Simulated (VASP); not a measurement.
Write the native input for VASP 6.6.1 that does the following.

* Task: single point
* Functional: PBE-based screened hybrid with 30 % exact exchange
* Potentials or basis: VASP PAW PBE potentials, release 64 (Mg, S)
* Cutoff: 520 eV
* k mesh: 4 × 4 × 4
* Occupations: gaussian, width 0.01 eV
* Spin: no spin polarisation
* Dipole correction: no
* Grid for exact exchange (PRECFOCK): Normal
* Share of exact exchange: 0.3
* Further INCAR settings: ALGO = Normal; EDIFF = 1e-06; NBANDS = 11
* Screening parameter: 0.1 1/Å

The system is MgS.

```xyz
2
Lattice="0.0000 2.8309 2.8309 2.8309 0.0000 2.8309 2.8309 2.8309 0.0000" Properties=species:S:1:pos:R:3 pbc="T T T"
Mg    0.0000    0.0000    0.0000
S     4.2463    4.2463    4.2463
```

One way to write it, as run:

POSCAR

```
MgS
1.0
    0.0000000000      2.8308747668      2.8308747668
    2.8308747668      0.0000000000      2.8308747668
    2.8308747668      2.8308747668      0.0000000000
Mg S
1 1
Direct
    0.0000000000      0.0000000000      0.0000000000
    0.7500000000      0.7500000000      0.7500000000
```

INCAR.step1

```
SYSTEM = MgS
ALGO = Normal ; EDIFF = 1E-5
ENCUT = 520 ; GGA = PE
ISIF = 2 ; ISMEAR = 0
LASPH = .True. ; LCHARG = .False.
LREAL = .False. ; LWAVE = .True.
NBANDS = 11 ; NELM = 100
PREC = Accurate ; SIGMA = 0.01
```

INCAR.step2

```
SYSTEM = MgS
AEXX = 0.3 ; ALGO = Normal
EDIFF = 1E-6 ; ENCUT = 520
GGA = PE ; HFSCREEN = 0.1
ISIF = 2 ; ISMEAR = 0
ISTART = 1 ; LASPH = .True.
LCHARG = .False. ; LHFCALC = .True.
LREAL = .False. ; LWAVE = .False.
NBANDS = 11 ; NELM = 100
PREC = Accurate ; PRECFOCK = Normal
SIGMA = 0.01
```

KPOINTS

```
k-points
0
Gamma
  4 4 4
  0 0 0
```

Potentials or basis: VASP PAW PBE potentials, release 64 (Mg, S).

The run is started by

```sh
$ cat potpaw_PBE.64/Mg/POTCAR potpaw_PBE.64/S/POTCAR > POTCAR
$ cp INCAR.step1 INCAR
$ mpirun -np 1 vasp_std > vasp.out
$ cp INCAR.step2 INCAR
$ mpirun -np 1 vasp_std > vasp.out
```

Results of the run:

- Pressure: -0.4 GPa
- Band gap on the k mesh: 5.15 eV

Caveat: the k points lie up to 0.48 Å⁻¹ apart; the PAW data sets were made with another functional, which shifts forces and pressure a little.

Run time: 2.6 min on 1 thread of Intel Xeon 8259CL, on a shared host, peak memory 0.28 GiB.
